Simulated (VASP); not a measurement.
# CdSe (CsCl type): single point with PBE

CdSe (CsCl type):

```
Cd Se
1.0
     3.37885    0.00000    0.00000
     0.00000    3.37885    0.00000
     0.00000    0.00000    3.37885
Cd Se
1 1
Direct
  0.00000 0.00000 0.00000
  0.50000 0.50000 0.50000
```

* Program: VASP 6.6.1
* Task: single point
* Functional: PBE
* Potentials or basis: VASP PAW PBE potentials, release 64 (Cd, Se)
* Cutoff: 520 eV
* k mesh: 13 × 13 × 13
* Occupations: fermi-dirac, width 0.08 eV
* Spin: no spin polarisation
* Dipole correction: no
* Further INCAR settings: ALGO = Normal; EDIFF = 1e-06; NBANDS = 16

The pressure is 13.6 GPa. The band gap on the k mesh is zero (band 9 reaches 4.99 eV, above the bottom of band 10 at 3.70 eV).

Levels at points of the mesh, in eV from the Fermi level:
| k point | band 6 | band 7 | band 8 | band 9 | band 10 | band 11 | band 12 | band 13 |
| --- | --- | --- | --- | --- | --- | --- | --- | --- |
| (0.00, 0.00, 0.00) | -8.50 | -1.42 | -1.42 | -1.42 | -1.04 | 6.06 | 6.06 | 12.03 |

Wall time 27 s on 1 thread of Intel(R) Xeon(R) Platinum 8559C (Emerald Rapids), with other jobs on the host, peak memory 0.19 GiB.
